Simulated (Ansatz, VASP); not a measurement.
# One calculation of LiH, two programs

Contents of POSCAR:

```
LiH
1.0
    0.0000000000      2.0367500000      2.0367500000
    2.0367500000      0.0000000000      2.0367500000
    2.0367500000      2.0367500000      0.0000000000
Li H
1 1
Direct
    0.0000000000      0.0000000000      0.0000000000
    0.5000000000      0.5000000000      0.5000000000
```

INCAR.step1

```
SYSTEM = LiH
PREC = Accurate
ENCUT = 520
ISMEAR = 0
SIGMA = 0.01
LREAL = .False.
LASPH = .True.
NELM = 80
NBANDS = 9
GGA = PE
ALGO = Normal
EDIFF = 1E-4
LWAVE = .True.
LCHARG = .False.
```

Contents of INCAR.step2:

```
SYSTEM = LiH
PREC = Accurate
ENCUT = 520
EDIFF = 1E-6
ISMEAR = 0
SIGMA = 0.01
LREAL = .False.
LASPH = .True.
NELM = 80
ALGO = Normal
ISIF = 2
LWAVE = .False.
LCHARG = .True.
METAGGA = R2SCAN
LMIXTAU = .True.
LELF = .True.
LVHAR = .True.
NBANDS = 9
ISTART = 1
```

KPOINTS

```
Automatic mesh
0
Gamma
  10 10 10
  0 0 0
```

input.yaml

```yaml
crystal:
  lattice:
    - [0.0, 2.03675, 2.03675]
    - [2.03675, 0.0, 2.03675]
    - [2.03675, 2.03675, 0.0]
  atoms:
    - { symbol: Li, position: [0.0, 0.0, 0.0] }
    - { symbol: H, position: [0.5, 0.5, 0.5] }
kpoints:
  mp_grid: { grid: [10, 10, 10] }
  band_path:
    path:
      - [0.0, 0.0, 0.0]
      - [0.5, 0.0, 0.5]
      - [0.625, 0.25, 0.625]
      - [0.375, 0.375, 0.75]
      - [0.5, 0.5, 0.5]
      - [0.5, 0.25, 0.75]
      - [0.0, 0.5, 0.5]
    npoints: 1
hamiltonian:
  xc: r2scan
scf:
  occupations: { method: fixed }
  n_extra_bands: 4
output:
  forces: true
  stress: true
  eigenvalues: true
```

Alike in both runs: functional r2SCAN; k mesh 10 × 10 × 10; no spin polarisation.

```csv
,VASP,Ansatz
version,VASP 6.6.1,Ansatz 0.2.0
potentials or method,"VASP PAW PBE potentials, release 64 (Li_sv, H)",Ansatz PAW
plane-wave cutoff (eV),520,500
occupations,"gaussian, width 0.01 eV",fixed
valence electrons in the cell,4,4
task,single point,band structure
```

|  | VASP | Ansatz | Ansatz less VASP |
| --- | --- | --- | --- |
| gap on the k mesh at the Fermi level (eV) | 3.61 | 3.66 | +0.051 |
| least direct gap on the mesh (eV) | 3.61 | 3.66 | +0.051 |

VASP's potentials were made for PBE, not for r2SCAN.

Noted on VASP's run: the cutoff is short for stress, so the pressure is rough.
